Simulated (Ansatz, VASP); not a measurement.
**CdSe: VASP beside Ansatz**

POSCAR

```
CdSe
1.0
    0.0000000000      3.1269359201      3.1269359201
    3.1269359201      0.0000000000      3.1269359201
    3.1269359201      3.1269359201      0.0000000000
Cd Se
1 1
Direct
    0.0000000000      0.0000000000      0.0000000000
    0.7500000000      0.7500000000      0.7500000000
```

INCAR.step1

```
SYSTEM = CdSe
ALGO = Normal
EDIFF = 1E-4
ENCUT = 520
GGA = PE
ISMEAR = 0
LASPH = .TRUE.
LCHARG = .FALSE.
LREAL = .FALSE.
LWAVE = .TRUE.
NBANDS = 16
NELM = 60
PREC = Accurate
SIGMA = 0.02
```

Contents of INCAR.step2:

```
SYSTEM = CdSe
ALGO = Normal
EDIFF = 1E-7
ENCUT = 520
ISIF = 2
ISMEAR = 0
ISTART = 1
LASPH = .TRUE.
LCHARG = .FALSE.
LMIXTAU = .TRUE.
LREAL = .FALSE.
LWAVE = .FALSE.
METAGGA = R2SCAN
NBANDS = 16
NELM = 60
PREC = Accurate
SIGMA = 0.02
```

File KPOINTS:

```
k-points
0
G
  8 8 8
  0 0 0
```

Input for Ansatz:

```yaml
crystal:
  lattice:
    - [0.0, 3.1269359201, 3.1269359201]
    - [3.1269359201, 0.0, 3.1269359201]
    - [3.1269359201, 3.1269359201, 0.0]
  atoms:
    - { symbol: Cd, position: [0.0, 0.0, 0.0] }
    - { symbol: Se, position: [0.75, 0.75, 0.75] }
basis:
  ecutwfc: 500
kpoints:
  mp_grid: { grid: [8, 8, 8] }
hamiltonian:
  xc: r2scan
scf:
  occupations: { method: gaussian, width: 0.02 }
output:
  forces: true
  stress: true
  eigenvalues: true
```

Alike in both runs: task single point; functional r2SCAN; k mesh 8 × 8 × 8; occupations gaussian, width 0.02 eV; no spin polarisation.

```csv
,VASP,Ansatz
version,VASP 6.6.1,Ansatz 0.2.0
potentials or method,"VASP PAW PBE potentials, release 64 (Cd, Se), cutoff 520 eV","scalar-relativistic, plane waves, PAW"
valence electrons in the cell,18,36
```

```tsv
	VASP	Ansatz	Ansatz less VASP
gap on the k mesh at the Fermi level (eV)	0.90	0.91	+0.011
least direct gap on the mesh (eV)	0.90	0.91	+0.011
pressure (GPa)	-2.4	-2.6	-0.18
```

VASP's potentials were made for PBE, not for r2SCAN. VASP's potentials hold 18 valence electrons a cell and Ansatz's 36, so a difference there can come from the potentials and not from the codes.
